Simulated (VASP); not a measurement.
Input of a VASP 6.6.1 run:

File INCAR:

```
SYSTEM = BP
PREC = Accurate
ENCUT = 500
EDIFF = 1E-6
ISMEAR = 0
SIGMA = 0.02
LREAL = .FALSE.
LASPH = .TRUE.
NELM = 120
ALGO = Normal
ISIF = 2
LWAVE = .FALSE.
LCHARG = .FALSE.
GGA = PE
NBANDS = 11
GGA_COMPAT = .FALSE.
```

File KPOINTS:

```
regular mesh
0
G
  10 10 10
  0 0 0
```

Contents of POSCAR:

```
BP
1.0
    0.0000000000      2.2277604783      2.2277604783
    2.2277604783      0.0000000000      2.2277604783
    2.2277604783      2.2277604783      0.0000000000
B P
1 1
Direct
    0.0000000000      0.0000000000      0.0000000000
    0.2500000000      0.2500000000      0.2500000000
```

Potentials or basis: VASP PAW PBE potentials, release 64 (B, P).

The run is started by

```sh
$ cat potpaw_PBE.64/B/POTCAR potpaw_PBE.64/P/POTCAR > POTCAR
$ mpirun -np 1 vasp_std > vasp.out
```

(1) Estimate the pressure.

(2) Estimate the band gap on the k mesh.

## Answers

(1) 11.0 GPa.

(2) 1.16 eV (least direct gap 3.49 eV).

Caveat: the cell stands under pressure.
